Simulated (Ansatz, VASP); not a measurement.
**Two plane-wave programs on CuO**

```xyz
2
Lattice="2.8363 0.0000 0.0000 -1.4182 2.4563 0.0000 0.0000 0.0000 2.7681" Properties=species:S:1:pos:R:3 pbc="T T T"
Cu    0.0000    0.0000    0.0000
O     1.4182    0.8188    1.3841
```

Alike in both runs: functional PBEsol; k mesh 11 × 11 × 10; occupations fermi-dirac, width 0.05 eV; no spin polarisation; Hubbard terms Cu d U = 5.3 eV.

|  | VASP | Ansatz |
| --- | --- | --- |
| version | VASP 6.6.1 | Ansatz 0.2.0 |
| potentials or method | VASP PAW PBE potentials, release 64 (Cu, O) | Ansatz PAW |
| plane-wave cutoff (eV) | 520 | 420 |
| valence electrons in the cell | 17 | 25 |
| task | single point | band structure |

Ansatz gave:

```
gap on the k mesh at the Fermi level (eV)                     : none
pressure (GPa)                                                : -5.8
traceless stress, the component that is largest in VASP (GPa) : -6.93
```

**Question.** What did VASP give for the same quantities?

**Answer.** gap on the k mesh at the Fermi level (eV): none; pressure (GPa): -12.3; traceless stress, the component that is largest in VASP (GPa): -9.06.

VASP's potentials were made for PBE, not for PBEsol. The programs project onto different local orbitals, so the same U acts differently, and such runs can settle in different states. A gap of «none» marks a metal or a gap that the smearing closes. VASP's potentials hold 17 valence electrons a cell and Ansatz's 25, so a difference there can come from the potentials and not from the codes.
